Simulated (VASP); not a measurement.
# Y2Os (Fm-3m) in VASP: a series of runs

Runs on Y2Os. Level: PBE. Tasks: single point, relaxation of cell and atoms.

Everything below comes from runs of VASP 6.6.1. Logs are shortened: lines on timing, memory, paths and dates and some standing lists are left out, and cuts for length are marked.

## (1) The cell of the first run

It takes space group Fm-3m (No. 225, cubic). The conventional cell has a = 6.224 Å, b = 6.224 Å, c = 6.224 Å, α = 90.00°, β = 90.00°, γ = 90.00°. Y (site symmetry -43m) has 4 Os at 2.70 Å and 6 Y at 3.11 Å within 3.6 Å. Within 3.6 Å of Os (site symmetry m-3m) lie 8 Y at 2.70 Å.

The cell was built from a structure type or drawn by symmetry, and may not be a known phase.

## (2) Single point, PBE

File INCAR:

```
PREC = Accurate ; ENCUT = 520
EDIFF = 1E-6 ; ISMEAR = 0
SIGMA = 0.1 ; LREAL = F
LASPH = T ; NELM = 60
ALGO = Normal ; ISIF = 2
LWAVE = F ; LCHARG = F
GGA = PE ; NBANDS = 22
```

File KPOINTS:

```
regular mesh
0
Gamma
  6 6 6
```

File POSCAR:

```
Y2Os
1.0
    0.0000000000      3.1119664700      3.1119664700
    3.1119664700      0.0000000000      3.1119664700
    3.1119664700      3.1119664700      0.0000000000
Y Os
2 1
Direct
    0.2500000000      0.2500000000      0.2500000000
    0.7500000000      0.7500000000      0.7500000000
    0.0000000000      0.0000000000      0.0000000000
```

Potentials or basis: VASP PAW PBE potentials, release 64 (Y_sv, Os).

On the command line:

```bash
$ cat potpaw_PBE.64/Y_sv/POTCAR potpaw_PBE.64/Os/POTCAR > POTCAR
$ mpirun -np 1 vasp_std > vasp.out
```

OUTCAR:

```text
PREC = Accurate
   ENCUT = 520
   EDIFF = 1E-6
   ISMEAR = 0
   LREAL = F
   LASPH = T
   NELM = 60
   ISIF = 2
   GGA = PE

 ion  position               nearest neighbor table
   1  0.250  0.250  0.250-   3 2.70   3 2.70   3 2.70   3 2.70   2 3.11   2 3.11   2 3.11   2 3.11
                             2 3.11   2 3.11
   2  0.750  0.750  0.750-   3 2.70   3 2.70   3 2.70   3 2.70   1 3.11   1 3.11   1 3.11   1 3.11
                             1 3.11   1 3.11
   3  0.000  0.000  0.000-   2 2.70   2 2.70   2 2.70   1 2.70   1 2.70   1 2.70   2 2.70   1 2.70

  LATTYP: Found a face centered cubic cell.
 ALAT       =     6.2239329400

  Lattice vectors:

 A1 = (   0.0000000000,   3.1119664700,   3.1119664700)
 A2 = (   3.1119664700,   0.0000000000,   3.1119664700)
 A3 = (   3.1119664700,   3.1119664700,   0.0000000000)

Analysis of symmetry for initial positions (statically):
=====================================================================
 Subroutine PRICEL returns:
 Original cell was already a primitive cell.

 Routine SETGRP: Setting up the symmetry group for a
 face centered cubic supercell.

 Subroutine GETGRP returns: Found 48 space group operations
 (whereof 48 operations were pure point group operations)
 out of a pool of 48 trial point group operations.

The static configuration has the point symmetry O_h .

Analysis of symmetry for dynamics (positions and initial velocities):
=====================================================================
 Subroutine PRICEL returns:
 Original cell was already a primitive cell.

 Routine SETGRP: Setting up the symmetry group for a
 face centered cubic supercell.

 Subroutine GETGRP returns: Found 48 space group operations
 (whereof 48 operations were pure point group operations)
 out of a pool of 48 trial point group operations.

The dynamic configuration has the point symmetry O_h .

 Subroutine INISYM returns: Found 48 space group operations
 (whereof 48 operations are pure point group operations),
 and found     1 'primitive' translations

----------------------------------------------------------------------------------------

                                     Primitive cell

  volume of cell :      60.2747

[... 75 lines left out ...]
   ISPIN  =      1    spin polarized calculation?
   LNONCOLLINEAR =      F non collinear calculations
   LSORBIT =      F    spin-orbit coupling
   LASPH  =      T    aspherical Exc in radial PAW
   ENCUT  =  520.0 eV  38.22 Ry    6.18 a.u.   8.18  8.18  8.18*2*pi/ulx,y,z
   NELM   =     60;   NELMIN=  2; NELMDL= -5     # of ELM steps
   EDIFF  = 0.1E-05   stopping-criterion for ELM
   LREAL  =      F    real-space projection
   EDIFFG = 0.1E-04   stopping-criterion for IOM
   NSW    =      0    number of steps for IOM
   IBRION =     -1    ionic relax: 0-MD 1-quasi-New 2-CG
   NFREE  =      0    steps in history (QN), initial steepest desc. (CG)
   ISIF   =      2    stress and relaxation
   ISYM   =      2    0-nonsym 1-usesym 2-fastsym
   POTIM  = 0.5000    time-step for ionic-motion
   TEBEG  =    0.0;   TEEND  =   0.0 temperature during run
   PSTRESS=    0.0 pullay stress
   NELECT =      30.0000    total number of electrons
   NUPDOWN=      -1.0000    fix difference up-down
   EMIN   =  10.00;   EMAX   =-10.00  energy-range for DOS
   EFERMI =   0.00;   METHOD = LEGACY
   ISMEAR =     0;   SIGMA  =   0.10  broadening in eV -4-tet -1-fermi 0-gaus
   EFERMI_NEDOS =   21; number of points for ismear=-14 and -15
   IALGO  =     38    algorithm
   IMIX   =      4    mixing-type and parameters
     AMIX     =   0.40;   BMIX     =  1.00
     AMIX_MAG =   1.60;   BMIX_MAG =  1.00
  volume/ion in A,a.u.               =      20.09       135.58
  Fermi-wavevector in a.u.,A,eV,Ry     =   1.297389  2.451710 22.901588  1.683219
  Thomas-Fermi vector in A             =   2.428785
   LORBIT       =      0    0 simple, 1 ext, 2 COOP (PROOUT), +10 PAW based schemes
   GGA     = PE    functional components
   LHFCALC =     F    Hartree Fock is set to
   AEXX    =    0.0000 exact exchange contribution
   IVDW    =     0    specifies the selected vdW correction
   LEPSILON=     F    determine dielectric tensor
   LRPA    =     F    only Hartree local field effects (RPA)
 non-spin polarized calculation
 Gauss-broadening in eV      SIGMA  =   0.10
  energy-cutoff  :      520.00
  volume of cell :       60.27
 maximum number of plane-waves:      1640
 NGX is ok and might be reduce to    36
   NGX = 17   NGY = 17   NGZ = 17

 number of electron      29.9999999 magnetization

 Free energy of the ion-electron system (eV)
  ---------------------------------------------------
  ext. energy  EPLUGINS =         0.00000000
  ---------------------------------------------------
  free energy    TOTEN  =       -23.15542624 eV

  energy without entropy =      -23.15175774  energy(sigma->0) =      -23.15359199

 E-fermi :   5.5379     XC(G=0): -11.4531

 val. band max:        5.3727635009   @ k =  -0.1667   0.1667   0.0000
 cond. band min:       5.5392790332   @ k =  -0.3333   0.3333   0.0000
 fundamental gap:      0.1665155323
 Fermi energy:         5.5378969655

 k-point     1 :       0.0000    0.0000    0.0000
  band No.  band energies     occupation
      1     -36.2673      2.00000
      2     -35.9005      2.00000
      3     -16.7478      2.00000
      4     -16.7478      2.00000
      5     -16.7478      2.00000
      6     -15.8401      2.00000
[... 389 lines left out ...]
     21      10.0517      0.00000
     22      10.4035      0.00000

------------------------ aborting loop because EDIFF is reached ----------------------------------------

  FORCE on cell =-STRESS in cart. coord.  units (eV):
  Direction    XX          YY          ZZ          XY          YZ          ZX
  --------------------------------------------------------------------------------------
  -------------------------------------------------------------------------------------
  Total       12.7839771     12.7839771     12.7839771      0.0000000      0.0000000      0.0000000
  in kB      339.8144500    339.8144500    339.8144500      0.0000000      0.0000000      0.0000000
  external PRESSURE =     339.8144500 kB  Pullay stress =       0.0000000 kB

 VOLUME and BASIS-vectors are now :
 -----------------------------------------------------------------------------
  energy-cutoff  :      520.00
  volume of cell :       60.27
      direct lattice vectors                 reciprocal lattice vectors
     0.000000000  3.111966470  3.111966470    -0.160670112  0.160670112  0.160670112
     3.111966470  0.000000000  3.111966470     0.160670112 -0.160670112  0.160670112
     3.111966470  3.111966470  0.000000000     0.160670112  0.160670112 -0.160670112

 POSITION                                       TOTAL-FORCE (eV/Angst)
 -----------------------------------------------------------------------------------
      1.55598      1.55598      1.55598         0.000000      0.000000      0.000000
      4.66795      4.66795      4.66795        -0.000000     -0.000000     -0.000000
      0.00000      0.00000      0.00000        -0.000000      0.000000     -0.000000
 -----------------------------------------------------------------------------------
    total drift:                                0.000000      0.000000      0.000000

  FREE ENERGIE OF THE ION-ELECTRON SYSTEM (eV)
  ---------------------------------------------------
  free  energy   TOTEN  =       -23.1554262420 eV

  energy  without entropy=      -23.1517577393  energy(sigma->0) =      -23.15359199
```

Wall time 26 s (1 thread of Intel Xeon 6975P-C (Granite Rapids), shared host); peak memory 0.22 GiB.

What came out:

- Free energy: -23.1554 eV
- Pressure: 34.0 GPa
- Band gap on the k mesh: zero (bands 15 and 16 overlap by 1.16 eV)

Caveat: the cell stands under pressure; spin-orbit coupling is left out, which moves the levels of the heavy elements.

## (3) Single point, PBE

This run uses another cell than the first one, of 25.96 Å³/atom.

File INCAR:

```
SYSTEM = Y2Os
PREC = Accurate
ENCUT = 520
EDIFF = 1E-6
ISMEAR = 0
SIGMA = 0.1
LREAL = .False.
LASPH = .True.
NELM = 100
ALGO = Normal
ISIF = 2
LWAVE = .False.
LCHARG = .False.
GGA = PE
NBANDS = 22
```

File KPOINTS:

```
Automatic mesh
0
Gamma
  12 12 12
  0 0 0
```

File POSCAR:

```
Y2Os
1.0
    0.0000000000      3.3896823154      3.3896823154
    3.3896823154      0.0000000000      3.3896823154
    3.3896823154      3.3896823154      0.0000000000
Y Os
2 1
Direct
    0.2500000000      0.2500000000      0.2500000000
    0.7500000000      0.7500000000      0.7500000000
    0.0000000000      0.0000000000      0.0000000000
```

Potentials or basis: VASP PAW PBE potentials, release 64 (Y_sv, Os).

On the command line:

```bash
$ cat potpaw_PBE.64/Y_sv/POTCAR potpaw_PBE.64/Os/POTCAR > POTCAR
$ mpirun -np 1 vasp_std > vasp.out
```

Run time: 81 s. Hardware: 1 thread of Intel Xeon 6975P-C (Granite Rapids), shared host; peak memory 0.3 GiB.

Results (log left out):

| Quantity | Value |
| --- | --- |
| Free energy | -24.6571 eV |
| Pressure | -0.1 GPa |
| Band gap on the k mesh | zero (bands 15 and 16 overlap by 0.59 eV) |

Levels at points of the mesh, in eV from the Fermi level:
```
           k point  band 12  band 13  band 14  band 15  band 16  band 17  band 18  band 19
(0.00, 0.00, 0.00)    -1.02    -1.02    -1.02    -0.35    -0.35    -0.35     2.92     2.92
(0.50, 0.00, 0.00)    -1.59    -1.53    -1.37    -1.37     0.97     0.97     2.67     2.80
(0.50, 0.50, 0.00)    -1.79    -1.35    -1.35    -0.71     0.67     2.48     2.48     2.52
```

Caveat: spin-orbit coupling is left out, which moves the levels of the heavy elements.

## (4) Relaxation of cell and atoms, PBE

This run uses another cell than the first one, of 25.95 Å³/atom.

File INCAR:

```
PREC = Accurate
ENCUT = 600
EDIFF = 1E-6
ISMEAR = 0
SIGMA = 0.1
LREAL = False
LASPH = True
NELM = 100
ALGO = Fast
ISIF = 3
LWAVE = False
LCHARG = False
GGA = PE
IBRION = 2
NSW = 100
EDIFFG = -0.01
```

File KPOINTS:

```
Automatic mesh
0
Gamma
  12 12 12
```

File POSCAR:

```
Y2Os
1.0
    0.0000000000      3.3889445487      3.3889445487
    3.3889445487      0.0000000000      3.3889445487
    3.3889445487      3.3889445487      0.0000000000
Y Os
2 1
Direct
    0.2500000000      0.2500000000      0.2500000000
    0.7500000000      0.7500000000      0.7500000000
    0.0000000000      0.0000000000      0.0000000000
```

On the command line:

```bash
$ cat potpaw_PBE.64/Y_sv/POTCAR potpaw_PBE.64/Os/POTCAR > POTCAR
$ mpirun -np 1 vasp_std > vasp.out
```

Wall time 2.2 min (1 thread of Intel Xeon 6975P-C (Granite Rapids), shared host); peak memory 0.36 GiB.

Results (log left out):

```
Free energy             : -24.6574 eV
Pressure after relaxing : -0.1 GPa
Band gap on the k mesh  : zero (bands 15 and 16 overlap by 0.60 eV)
```

Final structure:
```
CELL_PARAMETERS angstrom
0.00000 3.38894 3.38894
3.38894 0.00000 3.38894
3.38894 3.38894 0.00000
ATOMIC_POSITIONS crystal
Y 0.25000 0.25000 0.25000
Y 0.75000 0.75000 0.75000
Os 0.00000 0.00000 0.00000
```

Levels at points of the mesh, in eV from the Fermi level:
| k point | band 11 | band 12 | band 13 | band 14 | band 15 | band 16 | band 17 | band 18 | band 19 |
| --- | --- | --- | --- | --- | --- | --- | --- | --- | --- |
| (0.00, 0.00, 0.00) | -2.24 | -1.02 | -1.02 | -1.02 | -0.35 | -0.35 | -0.35 | 2.92 | 2.92 |
| (0.50, 0.00, 0.00) | -1.59 | -1.59 | -1.53 | -1.37 | -1.37 | 0.97 | 0.97 | 2.80 | 2.94 |
| (0.50, 0.50, 0.00) | -2.00 | -1.79 | -1.35 | -1.35 | -0.71 | 0.67 | 2.50 | 2.52 | 2.61 |

Caveat: the relaxation stopped at its first step, so nothing moved; spin-orbit coupling is left out, which moves the levels of the heavy elements.

## (5) Summary

```csv
task,cell,k mesh,cutoff (eV),gap on the mesh (eV),pressure (GPa)
single point,"a = 4.401 Å, angles 60.0°, 3 atoms",6 × 6 × 6,520,none,34.0
single point,"a = 4.794 Å, angles 60.0°, 3 atoms",12 × 12 × 12,520,none,-0.1
relaxation of cell and atoms,"relaxed from a = 4.793 Å, angles 60.0°, 3 atoms",12 × 12 × 12,600,none,-0.1
```

Alike in all rows: level PBE; potentials or basis VASP PAW PBE potentials, release 64 (Y_sv, Os); no spin polarisation; smearing gaussian 0.1 eV.

Caveats: spin-orbit coupling is left out, which moves the levels of the heavy elements; the cell stands under pressure (at least some runs); the relaxation stopped at its first step, so nothing moved (at least some runs).

Absolute energies hang on the potentials; compare differences alone.
